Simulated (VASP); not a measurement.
Write the native input for VASP 6.6.1 that does the following.

```yaml
Task: single point
Functional: PBEsol
Potentials_or_basis: VASP PAW PBE potentials, release 64 (W_sv, Se)
Cutoff: 520 eV
k_mesh: 12 × 12 × 2
Occupations: gaussian, width 0.05 eV
Spin: no spin polarisation
Dipole_correction: no
Further_INCAR_settings: ALGO = Normal; EDIFF = 1e-07; NBANDS = 35
```

The structure of WSe2 lies in POSCAR:

```
WSe2
1.0
    3.3196732785      0.0000000000      0.0000000000
   -1.6598366392      2.8324348684      0.0000000000
    0.0000000000      0.0000000000     23.9834862109
W Se
2 4
Direct
    0.6666666667      0.3333333333      0.1376486583
    0.3333333333      0.6666666667      0.8623513417
    0.3333333333      0.6666666667      0.2073654518
    0.6666666667      0.3333333333      0.9321646899
    0.3333333333      0.6666666667      0.0678353101
    0.6666666667      0.3333333333      0.7926345482
```

This cell differs from its parent crystal: strain +0.0150 x Voigt [1, 0, 0, 0, 0, 0].

One way to write it, as run:

INCAR

```
SYSTEM = WSe2
  ALGO = Normal
  EDIFF = 1E-7
  ENCUT = 520
  GGA = PS
  ISIF = 2
  ISMEAR = 0
  LASPH = .True.
  LCHARG = .False.
  LREAL = .False.
  LWAVE = .False.
  NBANDS = 35
  NELM = 80
  PREC = Accurate
  SIGMA = 0.05
```

KPOINTS

```
k-points
0
Gamma
  12 12 2
  0 0 0
```

Potentials or basis: VASP PAW PBE potentials, release 64 (W_sv, Se).

Command:

```console
$ cat potpaw_PBE.64/W_sv/POTCAR potpaw_PBE.64/Se/POTCAR > POTCAR
$ mpirun -np 1 vasp_std > vasp.out
```

It gave:

| Quantity | Value |
| --- | --- |
| Largest force | 0.114 eV/Å |
| Band gap on the k mesh | 1.39 eV (least direct gap 1.56 eV) |

Caveat: the cell differs from its parent crystal (strain +0.0150 x Voigt [1, 0, 0, 0, 0, 0]); the PAW data sets were made with another functional, which shifts forces and pressure a little; spin-orbit coupling is left out, which moves the levels of the heavy elements.

Wall time 8.2 min on 1 thread of Intel(R) Xeon(R) 6975P-C (Granite Rapids), with other jobs on the host, peak memory 0.72 GiB.
